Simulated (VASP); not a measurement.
# Ir in VASP: notebook, part 2 of 2

VASP 6.6.1. Earlier steps stand in the parts before.

### 4 Relaxation of cell and atoms, PBE, target pressure 90 GPa, at which the enthalpy is minimised

This run uses another cell than the first one: it holds 1 atom, not 2.

Input file INCAR:

```
SYSTEM = Ir
PREC = Accurate
ENCUT = 600
EDIFF = 1E-6
ISMEAR = 0
SIGMA = 0.1
LREAL = .FALSE.
LASPH = .TRUE.
NELM = 100
ALGO = Normal
ISIF = 3
LWAVE = .FALSE.
LCHARG = .FALSE.
GGA = PE
IBRION = 2
NSW = 70
EDIFFG = -0.008
PSTRESS = 900.0
```

Input file KPOINTS:

```
Automatic mesh
0
G
  20 20 20
  0 0 0
```

Input file POSCAR:

```
Ir
1.0
    0.0000000000      1.8255052870      1.8255052870
    1.8255052870      0.0000000000      1.8255052870
    1.8255052870      1.8255052870      0.0000000000
Ir
1
Direct
    0.0000000000      0.0000000000      0.0000000000
```

Potentials or basis: VASP PAW PBE potentials, release 64 (Ir).

Command:

```sh
$ cat potpaw_PBE.64/Ir/POTCAR > POTCAR
$ mpirun -np 1 vasp_std > vasp.out
```

OUTCAR:

```text
SYSTEM = Ir
   PREC = Accurate
   ENCUT = 600
   EDIFF = 1E-6
   ISMEAR = 0
   LREAL = .FALSE.
   LASPH = .TRUE.
   NELM = 100
   ISIF = 3
   GGA = PE
   IBRION = 2
   NSW = 70
   EDIFFG = -0.008
   PSTRESS = 900.0

 ion  position               nearest neighbor table
   1  0.000  0.000  0.000-

  LATTYP: Found a face centered cubic cell.
 ALAT       =     3.6510105740

  Lattice vectors:

 A1 = (   0.0000000000,   1.8255052870,   1.8255052870)
 A2 = (   1.8255052870,   0.0000000000,   1.8255052870)
 A3 = (   1.8255052870,   1.8255052870,   0.0000000000)

Analysis of symmetry for initial positions (statically):
=====================================================================
 Subroutine PRICEL returns:
 Original cell was already a primitive cell.

 Routine SETGRP: Setting up the symmetry group for a
 face centered cubic supercell.

 Subroutine GETGRP returns: Found 48 space group operations
 (whereof 48 operations were pure point group operations)
 out of a pool of 48 trial point group operations.

The static configuration has the point symmetry O_h .

Analysis of symmetry for dynamics (positions and initial velocities):
[... 167 lines left out ...]
  Total        7.3459895      7.3459895      7.3459895      0.0000000     -0.0000000     -0.0000000
  in kB      967.3454707    967.3454707    967.3454707      0.0000000     -0.0000000     -0.0000000
  external PRESSURE =      67.3454707 kB  Pullay stress =     900.0000000 kB
[... 98 lines left out ...]
--------------------------------------- Ionic step        4  -------------------------------------------

 number of electron       9.0000000 magnetization

 Free energy of the ion-electron system (eV)
  ---------------------------------------------------
  ext. energy  EPLUGINS =         0.00000000
  ---------------------------------------------------
  free energy    TOTEN  =        -8.32389884 eV

  energy without entropy =       -8.32184997  energy(sigma->0) =       -8.32287440

 E-fermi :  13.0130     XC(G=0): -14.8476

 val. band max:       13.0104060491   @ k =  -0.3500   0.3000   0.0000
 cond. band min:      13.0355642611   @ k =   0.3000   0.2000   0.0000
 fundamental gap:      0.0251582120
 Fermi energy:        13.0129523388

 k-point     1 :       0.0000    0.0000    0.0000
  band No.  band energies     occupation
      1       0.3409      2.00000
      2       8.2357      2.00000
      3       8.2357      2.00000
      4       8.2357      2.00000
      5      11.6016      2.00000
      6      11.6016      2.00000
      7      26.9935      0.00000
      8      33.4649      0.00000
[... 243 lines left out ...]
 k-point    24 :      -0.3500    0.0500    0.0000
  band No.  band energies     occupation
      1       3.5056      2.00000
      2       8.2848      2.00000
      3       8.4188      2.00000
      4       9.4040      2.00000
      5      12.8496      1.97911
      6      13.8535      0.00000
      7      24.4945      0.00000
      8      28.4511      0.00000

 [... further k-points ...]

------------------------ aborting loop because EDIFF is reached ----------------------------------------

  FORCE on cell =-STRESS in cart. coord.  units (eV):
  Direction    XX          YY          ZZ          XY          YZ          ZX
  --------------------------------------------------------------------------------------
  -------------------------------------------------------------------------------------
  Total        6.8933701      6.8933701      6.8933701      0.0000000      0.0000000      0.0000000
  in kB      899.8807331    899.8807331    899.8807331      0.0000000      0.0000000      0.0000000
  external PRESSURE =      -0.1192669 kB  Pullay stress =     900.0000000 kB
[... 20 lines left out ...]
  energy  without entropy=       -8.3218499714  energy(sigma->0) =       -8.32287440

  enthalpy is  TOTEN    =        -1.4296151218 eV   P V=        6.8942837162

 reached required accuracy - stopping structural energy minimisation
```

CONTCAR:

```text
Ir
   1.00000000000000
     0.0000000000000000    1.8308063482719876    1.8308063482719876
     1.8308063482719876   -0.0000000000000000    1.8308063482719876
     1.8308063482719876    1.8308063482719876   -0.0000000000000000
  Ir
     1
Direct
     0.0000000000000000    0.0000000000000000    0.0000000000000000

  0.00000000E+00  0.00000000E+00  0.00000000E+00
```

It took 25 s on 1 thread of Intel Xeon 6975P-C (Granite Rapids), shared host; peak memory 0.18 GiB.

What came out:

| Property | Result |
| --- | --- |
| Free energy | -8.3239 eV |
| Relaxed volume | 12.27 Å³/atom |
| Relaxed cell | a = 2.589 Å, b = 2.589 Å, c = 2.589 Å, α = 60.00°, β = 60.00°, γ = 60.00° |
| Space group after relaxing (to 0.05 Å) | Fm-3m (No. 225) |
| Energy change on relaxing (the enthalpy is what falls) | -61.9 meV/atom |
| Ionic steps | 4 |
| Pressure after relaxing | 90.0 GPa |

The path:
| step | energy change (eV) | largest force (eV/Å) | pressure (GPa) | volume (Å³) |
| --- | --- | --- | --- | --- |
| 1 | 0.0000 | 0.0000 | 96.73 | 12.17 |
| 2 | -0.4050 | 0.0000 | 47.14 | 13.09 |
| 3 | -0.0638 | 0.0000 | 89.79 | 12.28 |
| 4 | -0.0619 | 0.0000 | 89.99 | 12.27 |

Final structure:
```
Ir
1.0
     0.00000    1.83081    1.83081
     1.83081    0.00000    1.83081
     1.83081    1.83081    0.00000
Ir
1
Direct
  0.00000 0.00000 0.00000
```

Caveat: the cell is relaxed towards a set pressure, so the enthalpy falls and the energy may rise; spin-orbit coupling is left out, which moves the levels of the heavy elements.

### 5 Single point, PBE

This run uses another cell than the first one, of 14.50 Å³/atom, 0.973 times its volume.

Input file INCAR:

```
ALGO = Fast ; EDIFF = 1E-7
ENCUT = 520 ; GGA = PE
ISIF = 2 ; ISMEAR = 0
LASPH = T ; LCHARG = F
LREAL = F ; LWAVE = F
NBANDS = 16 ; NELM = 100
PREC = Accurate ; SIGMA = 0.1
```

Input file KPOINTS:

```
k-points
0
Gamma
  18 18 14
```

Input file POSCAR:

```
Ir
1.0
    1.9353263100      1.9353263100      0.0000000000
   -1.9353263100      1.9353263100      0.0000000000
    0.0000000000      0.0000000000      3.8706526200
Ir
2
Direct
    0.0000000000      0.0000000000      0.0000000000
    0.5000000000      0.5000000000      0.5000000000
```

Command:

```sh
$ cat potpaw_PBE.64/Ir/POTCAR > POTCAR
$ mpirun -np 1 vasp_std > vasp.out
```

Run time: 2.1 min. Hardware: 1 thread of AMD EPYC 9R14 (Zen 4), shared host; peak memory 0.24 GiB.

Results (log left out):

| Item | Value |
| --- | --- |
| Free energy | -17.7058 eV |
| Pressure | 0.5 GPa |
| Band gap on the k mesh | zero (band 9 reaches 11.40 eV, above the bottom of band 10 at 8.18 eV) |

Levels at points of the mesh, in eV from the Fermi level:
| k point | band 6 | band 7 | band 8 | band 9 | band 10 | band 11 | band 12 | band 13 |
| --- | --- | --- | --- | --- | --- | --- | --- | --- |
| (0.00, 0.00, 0.00) | -3.74 | -1.16 | -1.16 | 0.82 | 1.41 | 1.41 | 1.70 | 10.18 |
| (0.50, 0.00, 0.00) | -4.39 | -2.34 | -2.34 | -1.31 | -1.31 | 2.76 | 2.76 | 11.44 |
| (0.50, 0.50, 0.00) | 0.82 | 1.41 | 1.41 | 1.41 | 1.41 | 1.70 | 1.70 | 10.18 |
| (0.00, 0.00, 0.50) | -2.93 | -1.81 | -1.81 | -1.81 | -1.81 | -0.24 | -0.24 | 17.79 |
| (0.50, 0.00, 0.50) | -3.84 | -0.70 | -0.70 | 0.85 | 0.85 | 0.85 | 0.85 | 7.02 |
| (0.50, 0.50, 0.50) | -4.70 | -1.72 | -1.72 | 1.41 | 1.41 | 7.99 | 7.99 | 8.89 |

Caveat: spin-orbit coupling is left out, which moves the levels of the heavy elements.

### 6 The runs side by side

| task | cell | k mesh | cutoff (eV) | gap on the mesh (eV) | pressure (GPa) |
| --- | --- | --- | --- | --- | --- |
| single point | a = 2.792, b = 2.792, c = 3.824 Å, 2 atoms | 18 × 18 × 14 | 520 | none | -8.3 |
| relaxation of cell and atoms | relaxed to -1 GPa from a = 2.746 Å, angles 60.0°, 1 atom | 18 × 18 × 18 | 600 | none | -1.0 |
| relaxation of cell and atoms | relaxed to 90 GPa from a = 2.582 Å, angles 60.0°, 1 atom | 20 × 20 × 20 | 600 | none | 90.0 |
| single point | a = 2.737, b = 2.737, c = 3.871 Å, 2 atoms | 18 × 18 × 14 | 520 | none | 0.5 |

Alike in all rows: level PBE; potentials or basis VASP PAW PBE potentials, release 64 (Ir); no spin polarisation; smearing gaussian 0.1 eV.

Caveats: spin-orbit coupling is left out, which moves the levels of the heavy elements; the cell is relaxed towards a set pressure, so the enthalpy falls and the energy may rise (some runs).

Total energies depend on the potentials used, so only differences within one code and one set of settings carry meaning.
